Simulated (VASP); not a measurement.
# Na3TeF (Pm-3m) in VASP: vibrations by perturbation theory with PBE

Aim: the vibrations by perturbation theory of Na3TeF with PBE.

Everything below comes from runs of VASP 6.6.1. Logs are shortened: lines on timing, memory, paths and dates and some standing lists are left out, and cuts for length are marked.

### Step 1. The cell of the first run

The structure is cubic, space group Pm-3m (No. 221). Conventional cell: a = 4.708 Å, b = 4.708 Å, c = 4.708 Å, α = 90.00°, β = 90.00°, γ = 90.00°. Within 4.4 Å of Te (site symmetry m-3m) lie 12 Na at 3.33 Å and 8 F at 4.08 Å. Within 3.1 Å of F (site symmetry m-3m) lie 6 Na at 2.35 Å. Within 3.1 Å of Na (site symmetry 4/mmm) lie 2 F at 2.35 Å.

### Step 2. Vibrations by perturbation theory, PBE

File INCAR:

```
SYSTEM = Na3TeF
PREC = Accurate
ENCUT = 520
EDIFF = 1E-8
ISMEAR = 0
SIGMA = 0.01
LREAL = .False.
LASPH = .True.
NELM = 100
ALGO = Normal
ISIF = 2
LWAVE = .False.
LCHARG = .True.
GGA = PE
NBANDS = 25
IBRION = 8
NSW = 1
LEPSILON = .True.
```

File KPOINTS:

```
Automatic mesh
0
Gamma
  6 6 6
  0 0 0
```

File POSCAR:

```
Na3TeF
1.0
    4.7085000000      0.0000000000      0.0000000000
    0.0000000000      4.7085000000      0.0000000000
    0.0000000000      0.0000000000      4.7085000000
Te F Na
1 1 3
Direct
    0.0000000000      0.0000000000      0.0000000000
    0.5000000000      0.5000000000      0.5000000000
    0.5000000000      0.5000000000      0.0000000000
    0.5000000000      0.0000000000      0.5000000000
    0.0000000000      0.5000000000      0.5000000000
```

Potentials or basis: VASP PAW PBE potentials, release 64 (Te, F, Na_pv).

Launch:

```console
cat potpaw_PBE.64/Te/POTCAR potpaw_PBE.64/F/POTCAR potpaw_PBE.64/Na_pv/POTCAR > POTCAR
mpirun -np 1 vasp_std > vasp.out
```

OUTCAR:

```text
SYSTEM = Na3TeF
   PREC = Accurate
   ENCUT = 520
   EDIFF = 1E-8
   ISMEAR = 0
   LREAL = .False.
   LASPH = .True.
   NELM = 100
   ISIF = 2
   GGA = PE
   IBRION = 8
   NSW = 1
   LEPSILON = .True.

 ion  position               nearest neighbor table
   1  0.000  0.000  0.000-
   2  0.500  0.500  0.500-
   3  0.500  0.500  0.000-
   4  0.500  0.000  0.500-
   5  0.000  0.500  0.500-

  LATTYP: Found a simple cubic cell.
 ALAT       =     4.7085000000

  Lattice vectors:

 A1 = (   4.7085000000,   0.0000000000,   0.0000000000)
 A2 = (   0.0000000000,   4.7085000000,   0.0000000000)
 A3 = (   0.0000000000,   0.0000000000,   4.7085000000)

Analysis of symmetry for initial positions (statically):
=====================================================================
 Subroutine PRICEL returns:
 Original cell was already a primitive cell.

 Routine SETGRP: Setting up the symmetry group for a
 simple cubic supercell.

 Subroutine GETGRP returns: Found 48 space group operations
 (whereof 48 operations were pure point group operations)
 out of a pool of 48 trial point group operations.

The static configuration has the point symmetry O_h .

Analysis of symmetry for dynamics (positions and initial velocities):
=====================================================================
 Subroutine PRICEL returns:
 Original cell was already a primitive cell.

 Routine SETGRP: Setting up the symmetry group for a
 simple cubic supercell.

 Subroutine GETGRP returns: Found 48 space group operations
 (whereof 48 operations were pure point group operations)
 out of a pool of 48 trial point group operations.

The dynamic configuration has the point symmetry O_h .

 Subroutine INISYM returns: Found 48 space group operations
 (whereof 48 operations are pure point group operations),
 and found     1 'primitive' translations

----------------------------------------------------------------------------------------

                                     Primitive cell

  volume of cell :     104.3873

  direct lattice vectors                    reciprocal lattice vectors
     4.708500000  0.000000000  0.000000000     0.212381863  0.000000000  0.000000000
     0.000000000  4.708500000  0.000000000     0.000000000  0.212381863  0.000000000
     0.000000000  0.000000000  4.708500000     0.000000000  0.000000000  0.212381863

  length of vectors
     4.708500000  4.708500000  4.708500000     0.212381863  0.212381863  0.212381863

  position of ions in fractional coordinates (direct lattice)
     0.000000000  0.000000000  0.000000000
     0.500000000  0.500000000  0.500000000
     0.500000000  0.500000000  0.000000000
     0.500000000  0.000000000  0.500000000
     0.000000000  0.500000000  0.500000000

[... 766 lines left out ...]
  free energy    TOTEN  =        -0.16220473 eV

  energy without entropy =       -0.16220473

------------------------ aborting loop because EDIFF is reached ----------------------------------------

 INTERNAL STRAIN TENSOR  FOR ION    3  DIRECTION 3   (eV/Angst):
 -----------------------------------------------------------------------------
     0.01262  0.00000  0.00000
     0.00000  0.01262 -0.00000
    -0.00000  0.00000  0.02729

 MACROSCOPIC STATIC DIELECTRIC TENSOR (including local field effects in DFT)
 ------------------------------------------------------
           4.196910    -0.000000    -0.000000
           0.000000     4.196910    -0.000000
          -0.000000     0.000000     4.196910
 ------------------------------------------------------

 PIEZOELECTRIC TENSOR (including local field effects)  for field in x, y, z        (e  Angst)
          XX          YY          ZZ          XY          YZ          ZX
  --------------------------------------------------------------------------------
  x     0.00000     0.00000     0.00000     0.00000     0.00000     0.00000
  y     0.00000     0.00000     0.00000     0.00000     0.00000     0.00000
  z     0.00000     0.00000     0.00000     0.00000     0.00000     0.00000

 PIEZOELECTRIC TENSOR (including local field effects)  for field in x, y, z        (C/m^2)
          XX          YY          ZZ          XY          YZ          ZX
  --------------------------------------------------------------------------------
  x     0.00000     0.00000     0.00000     0.00000     0.00000     0.00000
  y     0.00000     0.00000     0.00000     0.00000     0.00000     0.00000
  z     0.00000     0.00000     0.00000     0.00000     0.00000     0.00000

 BORN EFFECTIVE CHARGES (including local field effects) (in |e|, cummulative output)
 ---------------------------------------------------------------------------------
 ion    1
    1    -1.97972    -0.00000    -0.00000
    2     0.00000    -1.97972    -0.00000
    3    -0.00000    -0.00000    -1.97972
 ion    2
    1    -1.46872    -0.00000     0.00000
    2     0.00000    -1.46872    -0.00000
    3    -0.00000     0.00000    -1.46872
 ion    3
    1     1.33494     0.00000    -0.00000
    2     0.00000     1.33494    -0.00000
    3     0.00000     0.00000     0.77856
 ion    4
    1     1.33494    -0.00000     0.00000
    2     0.00000     0.77856    -0.00000
    3     0.00000    -0.00000     1.33494
 ion    5
    1     0.77856     0.00000     0.00000
    2     0.00000     1.33494    -0.00000
    3    -0.00000     0.00000     1.33494

 INTERNAL STRAIN TENSOR FOR ION    5 for displacements in x,y,z  (eV/Angst):
          X           Y           Z          XY          YZ          ZX
  --------------------------------------------------------------------------------
  x     0.00000     0.00000     0.00000     0.00000     0.00000     0.00000
  y     0.00000     0.00000     0.00000     0.00000     0.00000     0.00000
  z     0.00000     0.00000     0.00000     0.00000     0.00000     0.00000

 SECOND DERIVATIVES (NOT SYMMETRIZED)
 ------------------------------------
               1X          1Y          1Z          2X          2Y          2Z          3X          3Y          3Z          4X          4Y          4Z          5X          5Y          5Z
  1X    -2.217820    0.000000   -0.000000    0.869160    0.000000    0.000000    0.511384    0.000000    0.000000    0.511384    0.000000   -0.000000    0.325891   -0.000000   -0.000000
  1Y     0.000000   -2.217820    0.000000    0.000000    0.869160    0.000000    0.000000    0.511384    0.000000   -0.000000    0.325891    0.000000    0.000000    0.511384    0.000000
  1Z     0.000000    0.000000   -2.217820    0.000000    0.000000    0.869160    0.000000    0.000000    0.325891   -0.000000    0.000000    0.511384    0.000000   -0.000000    0.511384
  2X     0.861594    0.000000    0.000000   -2.883808   -0.000000    0.000000    0.355953    0.000000    0.000000    0.355953   -0.000000   -0.000000    1.310309    0.000000    0.000000
  2Y     0.000000    0.861594    0.000000   -0.000000   -2.883808   -0.000000    0.000000    0.355953   -0.000000    0.000000    1.310309    0.000000    0.000000    0.355953   -0.000000
  2Z     0.000000    0.000000    0.861594   -0.000000    0.000000   -2.883808    0.000000    0.000000    1.310309   -0.000000    0.000000    0.355953   -0.000000   -0.000000    0.355953
  3X     0.517109    0.000000    0.000000    0.368513    0.000000    0.000000   -1.426510    0.000000    0.000000   -0.197711    0.000000    0.000000    0.738598    0.000000    0.000000
  3Y     0.000000    0.517109    0.000000    0.000000    0.368513    0.000000    0.000000   -1.426510    0.000000    0.000000    0.738598    0.000000    0.000000   -0.197711    0.000000
  3Z     0.000000    0.000000    0.336638   -0.000000    0.000000    1.329409   -0.000000   -0.000000   -3.156418    0.000000    0.000000    0.745185    0.000000    0.000000    0.745185
  4X     0.517109    0.000000    0.000000    0.368513    0.000000    0.000000   -0.197711    0.000000    0.000000   -1.426510    0.000000    0.000000    0.738598    0.000000    0.000000
  4Y     0.000000    0.336638    0.000000   -0.000000    1.329409   -0.000000    0.000000    0.745185    0.000000   -0.000000   -3.156418   -0.000000   -0.000000    0.745185    0.000000
  4Z     0.000000    0.000000    0.517109    0.000000    0.000000    0.368513    0.000000    0.000000    0.738598    0.000000    0.000000   -1.426510    0.000000    0.000000   -0.197711
  5X     0.336638    0.000000    0.000000    1.329409   -0.000000    0.000000    0.745185    0.000000    0.000000    0.745185   -0.000000    0.000000   -3.156418   -0.000000   -0.000000
  5Y     0.000000    0.517109    0.000000    0.000000    0.368513    0.000000    0.000000   -0.197711    0.000000    0.000000    0.738598    0.000000    0.000000   -1.426510    0.000000
  5Z     0.000000    0.000000    0.517109    0.000000    0.000000    0.368513    0.000000    0.000000    0.738598    0.000000    0.000000   -0.197711    0.000000    0.000000   -1.426510

 Eigenvectors and eigenvalues of the dynamical matrix
 ----------------------------------------------------

   1 f  =    7.161304 THz    44.995800 2PiTHz  238.875388 cm-1    29.616760 meV
             X         Y         Z           dx          dy          dz
      0.000000  0.000000  0.000000     0.000000   -0.000000    0.051010
      2.354250  2.354250  2.354250    -0.000000    0.000000   -0.718319
      2.354250  2.354250  0.000000    -0.000000    0.000000    0.686097
      2.354250  0.000000  2.354250    -0.000000   -0.000000   -0.073098
      0.000000  2.354250  2.354250     0.000000    0.000000   -0.073098
[... 105 lines left out ...]
  15 f/i=    0.019991 THz     0.125609 2PiTHz    0.666839 cm-1     0.082678 meV
             X         Y         Z           dx          dy          dz
      0.000000  0.000000  0.000000    -0.764983   -0.095870   -0.004655
      2.354250  2.354250  2.354250    -0.296141   -0.037113   -0.001802
      2.354250  2.354250  0.000000    -0.322482   -0.040414   -0.001959
      2.354250  0.000000  2.354250    -0.322482   -0.040340   -0.001962
      0.000000  2.354250  2.354250    -0.321890   -0.040414   -0.001962

--------------------------------------------------------------------------------------------------------

 MACROSCOPIC STATIC DIELECTRIC TENSOR IONIC CONTRIBUTION
 ------------------------------------------------------
           6.901832     0.000000    -0.000000
           0.000000     6.901832     0.000000
          -0.000000     0.000000     6.901832
 ------------------------------------------------------

 ELASTIC MODULI CONTR FROM IONIC RELAXATION (kBar)
 Direction    XX          YY          ZZ          XY          YZ          ZX
 --------------------------------------------------------------------------------
 XX           0.0000      0.0000      0.0000      0.0000      0.0000      0.0000
 YY           0.0000      0.0000      0.0000      0.0000      0.0000      0.0000
 ZZ           0.0000      0.0000      0.0000      0.0000      0.0000      0.0000
 XY           0.0000      0.0000      0.0000      0.0000      0.0000      0.0000
 YZ           0.0000      0.0000      0.0000      0.0000      0.0000      0.0000
 ZX           0.0000      0.0000      0.0000      0.0000      0.0000      0.0000
 --------------------------------------------------------------------------------

 PIEZOELECTRIC TENSOR IONIC CONTR  for field in x, y, z        (C/m^2)
          XX          YY          ZZ          XY          YZ          ZX
  --------------------------------------------------------------------------------
  x     0.00000     0.00000     0.00000     0.00000     0.00000     0.00000
  y     0.00000     0.00000     0.00000     0.00000     0.00000     0.00000
  z     0.00000     0.00000     0.00000     0.00000     0.00000     0.00000
```

It took 48 min on 1 thread of AMD EPYC, shared host; peak memory 0.63 GiB.

Results:

- Electronic dielectric tensor (diagonal): 4.20
- Born charges (mean of the diagonal): Te -1.98; F -1.47; Na +1.15 e
- Highest phonon frequency at Γ, LO-TO splitting left out: 239 cm⁻¹

Phonon frequencies in cm⁻¹ (negative: imaginary):
```tsv
q point	frequencies
(0.000, 0.000, 0.000)	-1 -1 -1 106 106 106 121 121 121 185 185 185 239 239 239
```

Electronic dielectric tensor:
```
4.20 0.00 0.00
0.00 4.20 0.00
0.00 0.00 4.20
```

Born effective charge tensors (e):
atom 1, Te
```
-1.98  0.00  0.00
 0.00 -1.98  0.00
 0.00  0.00 -1.98
```
atom 2, F
```
-1.47  0.00  0.00
 0.00 -1.47  0.00
 0.00  0.00 -1.47
```
atom 3, Na
```
1.33 0.00 0.00
0.00 1.33 0.00
0.00 0.00 0.78
```
atom 4, Na
```
1.33 0.00 0.00
0.00 0.78 0.00
0.00 0.00 1.33
```
atom 5, Na
```
0.78 0.00 0.00
0.00 1.33 0.00
0.00 0.00 1.33
```

Caveat: spin-orbit coupling is left out, which moves the levels of the heavy elements.
